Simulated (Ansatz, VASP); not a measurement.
# MgS in VASP and in Ansatz

Contents of INCAR:

```
PREC = Accurate
ENCUT = 520
EDIFF = 1E-7
ISMEAR = 0
SIGMA = 0.01
LREAL = False
LASPH = True
NELM = 150
ALGO = Normal
ISIF = 2
LWAVE = False
LCHARG = True
MAGMOM = 0 0 0 0 0 0
LORBIT = 11
LSORBIT = True
GGA_COMPAT = False
LORBMOM = True
GGA = PS
LVHAR = True
NBANDS = 20
```

The input KPOINTS:

```
regular mesh
0
Gamma
  6 6 6
```

POSCAR

```
MgS
1.0
    0.0000000000      2.5912100399      2.5912100399
    2.5912100399      0.0000000000      2.5912100399
    2.5912100399      2.5912100399      0.0000000000
Mg S
1 1
Direct
    0.0000000000      0.0000000000      0.0000000000
    0.5000000000      0.5000000000      0.5000000000
```

Input for Ansatz:

```yaml
crystal:
  lattice:
    - [0.0, 2.5912100399, 2.5912100399]
    - [2.5912100399, 0.0, 2.5912100399]
    - [2.5912100399, 2.5912100399, 0.0]
  atoms:
    - { symbol: Mg, position: [0.0, 0.0, 0.0] }
    - { symbol: S, position: [0.5, 0.5, 0.5] }
basis:
  ecutwfc: 420
kpoints:
  mp_grid: { grid: [6, 6, 6] }
  band_path:
    path:
      - [0.0, 0.0, 0.0]
      - [0.0, 0.0, 0.0]
      - [0.0, 0.0, 0.0]
      - [0.0, 0.0, 0.0]
      - [0.0, 0.0, 0.0]
      - [0.0, 0.0, 0.0]
      - [0.0, 0.0, 0.0]
      - [0.0, 0.0, 0.0]
      - [0.0, 0.0, 0.0]
      - [0.0, 0.0, 0.0]
      - [0.0, 0.0, 0.0]
      - [0.0, 0.0, 0.0]
      - [0.0, 0.0, 0.0]
      - [0.0, 0.0, 0.0]
      - [0.0, 0.0, 0.0]
      - [0.0, 0.0, 0.0]
      - [0.0, 0.0, 0.0]
      - [0.0, 0.0, 0.0]
      - [0.0, 0.0, 0.0]
      - [0.0, 0.0, 0.0]
      - [0.0, 0.0, 0.0]
      - [0.0, 0.0, 0.0]
      - [0.0, 0.0, 0.0]
      - [0.0, 0.0, 0.0]
      - [0.0, 0.0, 0.0]
      - [0.0, 0.0, 0.0]
      - [0.3, 0.3, 0.0]
      - [0.3166666667, 0.3166666667, 0.0]
      - [0.3333333333, 0.3333333333, 0.0]
      - [0.35, 0.35, 0.0]
      - [0.3666666667, 0.3666666667, 0.0]
      - [0.3833333333, 0.3833333333, 0.0]
      - [0.4, 0.4, 0.0]
      - [0.4166666667, 0.4166666667, 0.0]
      - [0.4333333333, 0.4333333333, 0.0]
      - [0.45, 0.45, 0.0]
      - [0.4666666667, 0.4666666667, 0.0]
      - [0.4833333333, 0.4833333333, 0.0]
      - [0.5, 0.5, 0.0]
      - [0.5, 0.5, 0.5]
      - [0.5, 0.5, 0.5]
      - [0.5, 0.5, 0.5]
      - [0.5, 0.5, 0.5]
      - [0.5, 0.5, 0.5]
      - [0.5, 0.5, 0.5]
      - [0.5, 0.5, 0.5]
      - [0.5, 0.5, 0.5]
      - [0.5, 0.5, 0.5]
      - [0.5, 0.5, 0.5]
      - [0.5, 0.5, 0.5]
      - [0.5, 0.5, 0.5]
      - [0.5, 0.5, 0.5]
      - [0.5, 0.5, 0.5]
      - [0.5, 0.5, 0.5]
      - [0.5, 0.5, 0.5]
      - [0.5, 0.5, 0.5]
      - [0.5, 0.5, 0.5]
      - [0.5, 0.5, 0.5]
      - [0.5, 0.5, 0.5]
      - [0.5, 0.5, 0.5]
      - [0.5, 0.5, 0.5]
      - [0.5, 0.5, 0.5]
      - [0.5, 0.5, 0.5]
      - [0.5, 0.5, 0.5]
      - [0.5, 0.5, 0.5]
    npoints: 1
hamiltonian:
  xc: pbesol
  pseudopotentials: { kind: paw_fr, azcp: { folder: soft_1 } }
scf:
  occupations: { method: fixed }
  n_extra_bands: 10
output:
  eigenvalues: true
magnetization:
  noncollinear: true
  spin_orbit: true
```

Alike in both runs: task single point; functional PBEsol; k mesh 6 × 6 × 6; non-collinear spin, spin-orbit coupling.

```csv
,VASP,Ansatz
version,VASP 6.6.1,Ansatz 0.2.0
potentials or method,"VASP PAW PBE potentials, release 64 (Mg, S), cutoff 520 eV","plane waves, PAW"
occupations,"gaussian, width 0.01 eV",fixed
valence electrons in the cell,8,16
```

|  | VASP | Ansatz | Ansatz less VASP |
| --- | --- | --- | --- |
| net moment per atom (μB) | 0.00 | 0.00 | 0.000 |

VASP's potentials were made for PBE, not for PBEsol, and Ansatz warns of the same on its side. VASP's potentials hold 8 valence electrons a cell and Ansatz's 16, so a difference there can come from the potentials and not from the codes.
